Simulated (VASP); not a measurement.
# BeGa7N8 (a cell with a defect) in VASP: single point with PBE

Aim: the single point of BeGa7N8 (a cell with a defect) with PBE.

All numbers are computed with VASP 6.6.1; they aren't measurements. Logs are shortened: lines on timing, memory, paths and dates and some standing lists are left out, and cuts for length are marked.

### Step 1. The cell of the first run

The cell holds a defect, 16 atoms: a = 5.243 Å, b = 6.437 Å, c = 6.437 Å, α = 120.00°, β = 90.00°, γ = 90.00°.

### Step 2. Single point, PBE

The input, INCAR:

```
ALGO     = Normal         # electronic algorithm
EDIFF    = 1E-6           # SCF threshold, eV
ENCUT    = 520            # plane-wave cutoff, eV
GGA      = PE             # functional
ISIF     = 2              # what is computed and relaxed
ISMEAR   = 0              # smearing method
LASPH    = T              # aspherical terms in the spheres
LCHARG   = T              # write CHGCAR
LELF     = T              # ELF
LREAL    = Auto         
LVHAR    = T            
LWAVE    = F              # write WAVECAR
NBANDS   = 80             # bands
NELECT   = 134.0        
NELM     = 100            # most SCF steps
PREC     = Accurate       # precision mode
SIGMA    = 0.01           # smearing width, eV
```

The input, KPOINTS:

```
k-points
0
Gamma
  3 3 3
```

The input, POSCAR:

```
BeGa7N8
1.0
    0.0000000000      0.0000000000     -5.2431683762
    3.2183708026     -5.5743817477      0.0000000000
   -6.4367416052      0.0000000000      0.0000000000
Be Ga N
1 7 8
Direct
    0.4982779970      0.3349635841      0.1653971139
    0.5043041529      0.8369824843      0.1694358401
    0.5043033443      0.3309341612      0.6633877755
    0.5043009803      0.8369721834      0.6633896004
   -0.0016735410      0.1731103389      0.3272495105
   -0.0016716367      0.6586648588      0.3272518086
   -0.0016750125      0.1731066430      0.8416956711
    0.0018817386      0.6682946525      0.8320672497
    0.1494347442      0.3349615390      0.1653990929
    0.1226393756      0.8355626860      0.1666021050
    0.1226334724      0.3337583019      0.6648010372
    0.1226276555      0.8355641507      0.6647975499
    0.6182757076      0.1771397335      0.3232294975
    0.6182732472      0.6506014209      0.3232252900
    0.6182705439      0.1771365087      0.8497591288
    0.6240288570      0.6682939810      0.8320697662
```

Potentials or basis: VASP PAW PBE potentials, release 64 (Be, Ga_d, N).

Launch:

```
> cat potpaw_PBE.64/Be/POTCAR potpaw_PBE.64/Ga_d/POTCAR potpaw_PBE.64/N/POTCAR > POTCAR
> mpirun -np 1 vasp_std > vasp.out
```

OUTCAR:

```text
EDIFF = 1E-6
   ENCUT = 520
   GGA = PE
   ISIF = 2
   ISMEAR = 0
   LASPH = T
   LREAL = Auto
   NELECT = 134.0
   NELM = 100
   PREC = Accurate

 ion  position               nearest neighbor table
   1  0.498  0.335  0.165-   9 1.83  15 1.87  14 1.87  13 1.87
   2  0.504  0.837  0.169-  16 1.98  13 1.99  14 1.99  10 2.00
   3  0.504  0.331  0.663-  16 1.98  13 1.99  15 1.99  11 2.00
   4  0.504  0.837  0.663-  16 1.98  15 1.99  14 1.99  12 2.00
   5  0.998  0.173  0.327-   9 1.97  10 1.99  11 1.99  13 1.99
   6  0.998  0.659  0.327-   9 1.97  12 1.99  10 1.99  14 1.99
[... 8 lines left out ...]
  15  0.618  0.177  0.850-   1 1.87   4 1.99   3 1.99   7 1.99
  16  0.624  0.668  0.832-   8 1.98   4 1.98   3 1.98   2 1.98

  LATTYP: Found a hexagonal cell.
 ALAT       =     6.4367416052
 C/A-ratio  =     0.8145687209

  Lattice vectors:

 A1 = (   3.2183708026,  -5.5743817477,   0.0000000000)
 A2 = (  -6.4367416052,   0.0000000000,   0.0000000000)
 A3 = (   0.0000000000,   0.0000000000,  -5.2431683762)

Analysis of symmetry for initial positions (statically):
=====================================================================
 Subroutine PRICEL returns:
 Original cell was already a primitive cell.

 Routine SETGRP: Setting up the symmetry group for a
 hexagonal supercell.

 Subroutine GETGRP returns: Found  2 space group operations
 (whereof  1 operations were pure point group operations)
 out of a pool of 24 trial point group operations.

The static configuration has the point symmetry C_1 .
 The point group associated with its full space group is C_1h.

Analysis of symmetry for dynamics (positions and initial velocities):
=====================================================================
 Subroutine PRICEL returns:
 Original cell was already a primitive cell.

 Routine SETGRP: Setting up the symmetry group for a
 hexagonal supercell.

 Subroutine GETGRP returns: Found  2 space group operations
 (whereof  1 operations were pure point group operations)
 out of a pool of 24 trial point group operations.

The dynamic configuration has the point symmetry C_1 .
 The point group associated with its full space group is C_1h.

 Subroutine INISYM returns: Found  2 space group operations
 (whereof  1 operations are pure point group operations),
 and found     1 'primitive' translations

[... 112 lines left out ...]
   NFREE  =      0    steps in history (QN), initial steepest desc. (CG)
   ISIF   =      2    stress and relaxation
   ISYM   =      2    0-nonsym 1-usesym 2-fastsym
   POTIM  = 0.5000    time-step for ionic-motion
   TEBEG  =    0.0;   TEEND  =   0.0 temperature during run
   PSTRESS=    0.0 pullay stress
   NELECT =     134.0000    total number of electrons
   NUPDOWN=      -1.0000    fix difference up-down
   EMIN   =  10.00;   EMAX   =-10.00  energy-range for DOS
   EFERMI =   0.00;   METHOD = LEGACY
   ISMEAR =     0;   SIGMA  =   0.01  broadening in eV -4-tet -1-fermi 0-gaus
   EFERMI_NEDOS =   21; number of points for ismear=-14 and -15
   IALGO  =     38    algorithm
   IMIX   =      4    mixing-type and parameters
     AMIX     =   0.40;   BMIX     =  1.00
     AMIX_MAG =   1.60;   BMIX_MAG =  1.00
  volume/ion in A,a.u.               =      11.76        79.35
  Fermi-wavevector in a.u.,A,eV,Ry     =   1.462034  2.762844 29.083057  2.137544
  Thomas-Fermi vector in A             =   2.578295
   LORBIT       =      0    0 simple, 1 ext, 2 COOP (PROOUT), +10 PAW based schemes
   GGA     = PE    functional components
   LHFCALC =     F    Hartree Fock is set to
   AEXX    =    0.0000 exact exchange contribution
   IVDW    =     0    specifies the selected vdW correction
   LEPSILON=     F    determine dielectric tensor
   LRPA    =     F    only Hartree local field effects (RPA)
 non-spin polarized calculation
 Gauss-broadening in eV      SIGMA  =   0.01
  energy-cutoff  :      520.00
  volume of cell :      188.13
 maximum number of plane-waves:      5076
 NGX is ok and might be reduce to    40
   NGX = 19   NGY = 23   NGZ = 23

 number of electron     134.0000006 magnetization

 Free energy of the ion-electron system (eV)
  ---------------------------------------------------
  ext. energy  EPLUGINS =         0.00000000
  ---------------------------------------------------
  free energy    TOTEN  =       -92.61511287 eV

  energy without entropy =      -92.61511287  energy(sigma->0) =      -92.61511287

 E-fermi :   4.8116     XC(G=0): -11.3199

 val. band max:        4.7079546044   @ k =   0.0000   0.0000   0.0000
 cond. band min:       6.4161677184   @ k =   0.0000   0.0000   0.0000
 fundamental gap:      1.7082131140
 Fermi energy:         4.8115585248

 k-point     1 :       0.0000    0.0000    0.0000
  band No.  band energies     occupation
      1     -10.9621      2.00000
      2     -10.3505      2.00000
      3     -10.3302      2.00000
      4     -10.3302      2.00000
      5     -10.1420      2.00000
      6      -9.8902      2.00000
[... 809 lines left out ...]
     78      11.6655      0.00000
     79      11.9635      0.00000
 [bands above 79 left out]

------------------------ aborting loop because EDIFF is reached ----------------------------------------

  FORCE on cell =-STRESS in cart. coord.  units (eV):
  Direction    XX          YY          ZZ          XY          YZ          ZX
  --------------------------------------------------------------------------------------
  -------------------------------------------------------------------------------------
  Total        2.0158734      2.0134280      1.7103886     -0.0021177      0.0011126     -0.0019268
  in kB       17.1679026     17.1470773     14.5662841     -0.0180353      0.0094753     -0.0164093
  external PRESSURE =      16.2937547 kB  Pullay stress =       0.0000000 kB

 VOLUME and BASIS-vectors are now :
 -----------------------------------------------------------------------------
  energy-cutoff  :      520.00
  volume of cell :      188.13
      direct lattice vectors                 reciprocal lattice vectors
     0.000000000  0.000000000 -5.243168376     0.000000000  0.000000000 -0.190724373
     3.218370803 -5.574381748  0.000000000     0.000000000 -0.179392091  0.000000000
    -6.436741605  0.000000000  0.000000000    -0.155358108 -0.089696046  0.000000000

 POSITION                                       TOTAL-FORCE (eV/Angst)
 -----------------------------------------------------------------------------------
      0.01342     -1.86721     -2.61256        -0.000086      0.000049     -0.003218
      1.60311     -4.66566     -2.64415         0.002017      0.002708     -0.003756
     -3.20499     -1.84475     -2.64415        -0.001337     -0.003101     -0.003756
     -1.57638     -4.66560     -2.64413        -0.001419      0.000819     -0.002433
     -1.54929     -0.96498     -5.23439        -0.000386      0.000223      0.005209
      0.01339     -3.67165     -5.23440        -0.000102      0.000783      0.004310
[... 8 lines left out ...]
     -4.89959     -0.98743     -3.24170        -0.004240     -0.003287      0.000901
     -3.20500     -3.72533     -3.27189         0.000080     -0.000046      0.001232
 -----------------------------------------------------------------------------------
    total drift:                                0.015276      0.042591      0.005445

  FREE ENERGIE OF THE ION-ELECTRON SYSTEM (eV)
  ---------------------------------------------------
  free  energy   TOTEN  =       -92.6151128703 eV

  energy  without entropy=      -92.6151128703  energy(sigma->0) =      -92.61511287
```

stdout:

```text
POSCAR found type information on POSCAR BeGaN
 POSCAR found :  3 types and      16 ions
 scaLAPACK will be used
 LDA part: xc-table for (Slater+PW92), standard interpolation
 POSCAR, INCAR and KPOINTS ok, starting setup
 FFT: planning ... GRIDC
 FFT: planning ... GRID_SOFT
 FFT: planning ... GRID
 WAVECAR not read
 entering main loop
 the old and the new charge density differ
 old charge density:   133.00000 new  134.00000
    0.216E+01
```

Run time: 9.7 min. Hardware: 1 thread of AMD EPYC 7R13, shared host; peak memory 0.31 GiB.

Results:

- Free energy: -92.6151 eV
- Largest force: 0.009 eV/Å

Forces in eV/Å, atoms in the order of the input:
```
Be   0.000  0.000 -0.003
Ga   0.002  0.003 -0.004
Ga  -0.001 -0.003 -0.004
Ga  -0.001  0.001 -0.002
Ga   0.000  0.000  0.005
Ga   0.000  0.001  0.004
Ga  -0.001  0.000  0.004
Ga  -0.001  0.000  0.000
N    0.000  0.000 -0.009
N    0.003  0.001  0.002
N    0.001 -0.003  0.002
N   -0.002  0.001  0.001
N    0.005 -0.003  0.001
N    0.001  0.005  0.001
N   -0.004 -0.003  0.001
N    0.000  0.000  0.001
```

Levels at points of the mesh, in eV from the Fermi level:
| k point | band 63 | band 64 | band 65 | band 66 | band 67 | band 68 | band 69 | band 70 | band 71 | band 72 |
| --- | --- | --- | --- | --- | --- | --- | --- | --- | --- | --- |
| (0.00, 0.00, 0.00) | -1.04 | -1.02 | -0.16 | -0.10 | -0.10 | 1.60 | 3.86 | 4.67 | 4.67 | 4.71 |

Caveat: the cell carries a net charge on a neutralising background, which shifts energy and pressure; the cell is charged against a uniform background, so pressure and absolute levels hang on convention.
